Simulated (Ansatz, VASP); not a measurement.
## Two plane-wave programs on SnSe2

```
Sn Se
1.0
     3.86863    0.00000    0.00000
    -1.93431    3.35033    0.00000
     0.00000    0.00000   29.93700
Sn Se
1 2
Direct
  0.00000 0.00000 0.30063
  0.66667 0.33333 0.35393
  0.33333 0.66667 0.24733
```

Change from the starting cell: species swapped into a sheet of the SnSe2 type.

Alike in both runs: functional PBE; k mesh 6 × 6 × 1; occupations gaussian, width 0.1 eV; no spin polarisation.

Ansatz relaxed the structure, and its values are those at the end. VASP's run is a single point on that final structure, the one shown.

```csv
,VASP,Ansatz
version,VASP 6.6.1,Ansatz 0.2.0
potentials or method,"VASP PAW PBE potentials, release 64 (Sn_d, Se), cutoff 520 eV","scalar-relativistic, plane waves, PAW"
valence electrons in the cell,26,46
```

|  | VASP | Ansatz | Ansatz less VASP |
| --- | --- | --- | --- |
| gap on the k mesh at the Fermi level (eV) | 0.79 | 0.79 | +0.003 |
| least direct gap on the mesh (eV) | 1.10 | 1.10 | +0.003 |
| rms of the force components (eV/Å) | 0.000 | 0.007 | +0.0060 |

VASP's potentials hold 26 valence electrons a cell and Ansatz's 46, so a difference there can come from the potentials and not from the codes. Ansatz's warnings: slab cell height set.
